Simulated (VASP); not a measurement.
Runs of VASP 6.6.1 on Ir. The structure is that of space group Fm-3m (No. 225), or close to it. The cells are those of the table. 

```tsv
task	cell	k mesh	cutoff (eV)	gap on the mesh (eV)	pressure (GPa)	relaxed volume (Å³/atom)
single point	a = 2.708 Å, angles 60.0°, 1 atom	18 × 18 × 18	520	none	0.9	-
single point	a = 2.660 Å, angles 60.0°, 1 atom	8 × 8 × 8	500	none	27.1	-
relaxation of cell and atoms	relaxed from a = 2.709 Å, angles 60.0°, 1 atom	18 × 18 × 18	600	none	0.0	14.09
relaxation of cell and atoms	relaxed from a = 2.660 Å, angles 60.0°, 1 atom	10 × 10 × 10	500	none	-0.3	14.09
single point	a = 2.709 Å, angles 60.0°, 1 atom	10 × 10 × 10	500	none	(a)	-
```

Alike in all rows: level PBEsol; potentials or basis VASP PAW PBE potentials, release 64 (Ir); no spin polarisation; smearing gaussian 0.1 eV.

**Question.** Estimate the missing entries.

**Answer.** (a) 0.6.

Caveats: some runs use coarse meshes; the PAW data sets were made with another functional, which shifts forces and pressure a little; spin-orbit coupling is left out, which moves the levels of the heavy elements.

A k mesh can miss the band edges, and the runs leave out spin-orbit coupling on Ir.

A gap of «none» marks levels without a gap at the run's occupations.
